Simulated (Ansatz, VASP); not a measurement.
# Two plane-wave programs on C

The input POSCAR:

```
C
1.0
    0.0000000000      1.7857700261      1.7857700261
    1.7857700261      0.0000000000      1.7857700261
    1.7857700261      1.7857700261      0.0000000000
C
2
Direct
    0.0000000000      0.0000000000      0.0000000000
    0.2500000000      0.2500000000      0.2500000000
```

File INCAR.step1:

```
PREC = Accurate ; ENCUT = 520
EDIFF = 1E-5 ; ISMEAR = -1
SIGMA = 0.01 ; LREAL = F
LASPH = T ; NELM = 120
ALGO = Normal ; ISIF = 2
LWAVE = T ; LCHARG = F
GGA = PE ; NBANDS = 11
GGA_COMPAT = F
```

INCAR.step2

```
PREC = Accurate ; ENCUT = 520
EDIFF = 1E-6 ; ISMEAR = -1
SIGMA = 0.01 ; LREAL = F
LASPH = T ; NELM = 120
ALGO = Normal ; ISIF = 2
LWAVE = F ; LCHARG = F
GGA = B3 ; LHFCALC = T
AEXX = 0.2 ; AGGAX = 0.72
AGGAC = 0.81 ; ALDAC = 0.19
PRECFOCK = Normal ; ISTART = 1
NBANDS = 11 ; GGA_COMPAT = F
```

KPOINTS

```
regular mesh
0
Gamma
  9 9 9
```

Input for Ansatz:

```yaml
crystal:
  lattice:
    - [0.0, 1.7857700261, 1.7857700261]
    - [1.7857700261, 0.0, 1.7857700261]
    - [1.7857700261, 1.7857700261, 0.0]
  atoms:
    - { symbol: C, position: [0.0, 0.0, 0.0] }
    - { symbol: C, position: [0.25, 0.25, 0.25] }
basis:
  ecutwfc: 420
  xc_grid: 2
hamiltonian:
  xc: b3lyp
  pseudopotentials: { kind: paw, azcp: { folder: soft_1 } }
kpoints:
  mp_grid: { grid: [9, 9, 9] }
scf:
  occupations: { method: fermi_dirac, width: 0.01 }
  max_iter: 150
output:
  forces: true
  stress: true
checkpoint:
  write: "../b3lyp.run"
  compress: false
  write_wavefunctions: false
  write_every: 100000
```

Alike in both runs: task single point; functional B3LYP; k mesh 9 × 9 × 9; occupations fermi-dirac, width 0.01 eV; no spin polarisation.

```csv
,VASP,Ansatz
version,VASP 6.6.1,Ansatz 0.2.0
potentials or method,"VASP PAW PBE potentials, release 64 (C), cutoff 520 eV",plane-wave PAW DFT
valence electrons in the cell,8,8
```

```csv
,VASP,Ansatz,Ansatz less VASP
gap on the k mesh at the Fermi level (eV),6.00,5.98,-0.014
pressure (GPa),-0.5,-1.5,-1.05
```

VASP's potentials were made for PBE, not for B3LYP. The functional is the same, so the differences come from potentials, cutoffs and numerics. Ansatz's warnings: stress exchange threshold loose, stress scf threshold loose.
